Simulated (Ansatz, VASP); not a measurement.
# One calculation of ZnCu, two programs

INCAR

```
SYSTEM = ZnCu
  PREC = Accurate
  ENCUT = 520
  EDIFF = 1E-6
  ISMEAR = -1
  SIGMA = 0.05
  LREAL = .False.
  LASPH = .True.
  NELM = 100
  ALGO = Normal
  ISIF = 2
  LWAVE = .False.
  LCHARG = .False.
  GGA = PS
  NBANDS = 18
```

File KPOINTS:

```
regular mesh
0
Gamma
  14 14 14
  0 0 0
```

Contents of POSCAR:

```
ZnCu
1.0
    2.9450000000      0.0000000000      0.0000000000
    0.0000000000      2.9450000000      0.0000000000
    0.0000000000      0.0000000000      2.9155500000
Zn Cu
1 1
Direct
    0.5000000000      0.5000000000      0.5000000000
    0.0000000000      0.0000000000      0.0000000000
```

Input for Ansatz:

```yaml
crystal:
  lattice:
    - [2.945, 0.0, 0.0]
    - [0.0, 2.945, 0.0]
    - [0.0, 0.0, 2.91555]
  atoms:
    - { symbol: Zn, position: [0.5, 0.5, 0.5] }
    - { symbol: Cu, position: [0.0, 0.0, 0.0] }
kpoints:
  mp_grid: { grid: [14, 14, 14] }
  band_path:
    path:
      - [0.0, 0.0, 0.0]
      - [0.0, 0.5, 0.0]
      - [0.5, 0.5, 0.0]
      - [0.0, 0.0, 0.0]
      - [0.0, 0.0, 0.5]
      - [0.0, 0.5, 0.5]
      - [0.5, 0.5, 0.5]
      - [0.0, 0.0, 0.5]
      - [0.0, 0.5, 0.0]
    npoints: 5
scf:
  occupations: { method: fermi_dirac, width: 0.05 }
hamiltonian:
  xc: pbesol
  pseudopotentials: { kind: all_electron, lapw: { basis_error: 0.0005 } }
output:
  forces: true
  stress: true
  eigenvalues: true
```

Change from the starting cell: zz strain of -1 %.

Alike in both runs: task single point; functional PBEsol; k mesh 14 × 14 × 14; occupations fermi-dirac, width 0.05 eV; no spin polarisation.

```csv
,VASP,Ansatz
version,VASP 6.6.1,Ansatz 0.2.0
potentials or method,"VASP PAW PBE potentials, release 64 (Zn, Cu), cutoff 520 eV","all-electron LAPW, scalar-relativistic"
```

Ansatz gave:

```
pressure (GPa)                                                : -3.6
traceless stress, the component that is largest in VASP (GPa) : 0.39
```

Question: Which values does VASP return?

Answer: Pressure (GPa): -2.9; traceless stress, the component that is largest in VASP (GPa): 0.40.

VASP's potentials were made for PBE, not for PBEsol. Ansatz ran all-electron here, and VASP with PAW potentials.
